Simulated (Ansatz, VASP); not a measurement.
**WSe2 in VASP and in Ansatz**

```
CELL_PARAMETERS angstrom
3.29967 0.00000 0.00000
-1.64983 2.85759 0.00000
0.00000 0.00000 13.14862
ATOMIC_POSITIONS crystal
W 0.33333 0.66667 0.25000
W 0.66667 0.33333 0.75000
Se 0.33333 0.66667 0.62334
Se 0.66667 0.33333 0.12334
Se 0.33333 0.66667 0.87666
Se 0.66667 0.33333 0.37666
```

Alike in both runs: task single point; functional r2SCAN; k mesh 12 × 12 × 2; no spin polarisation.

|  | VASP | Ansatz |
| --- | --- | --- |
| version | VASP 6.6.1 | Ansatz 0.2.0 |
| potentials or method | VASP PAW PBE potentials, release 64 (W_sv, Se) | plane waves, PAW |
| plane-wave cutoff (eV) | 520 | 500 |
| occupations | gaussian, width 0.01 eV | fixed |
| valence electrons in the cell | 52 | 92 |

```tsv
	VASP	Ansatz	Ansatz less VASP
gap on the k mesh at the Fermi level (eV)	1.16	1.16	+0.004
pressure (GPa)	1.7	1.3	-0.33
traceless stress, the component that is largest in VASP (GPa)	-0.06	-0.10	-0.039
rms of the force components (eV/Å)	0.004	0.018	+0.0138
```

VASP's potentials were made for PBE, not for r2SCAN. Atom by atom the forces differ by 0.021 eV/Å (rms over components). VASP's potentials hold 52 valence electrons a cell and Ansatz's 92, so a difference there can come from the potentials and not from the codes.

Neither program's run includes spin-orbit coupling.
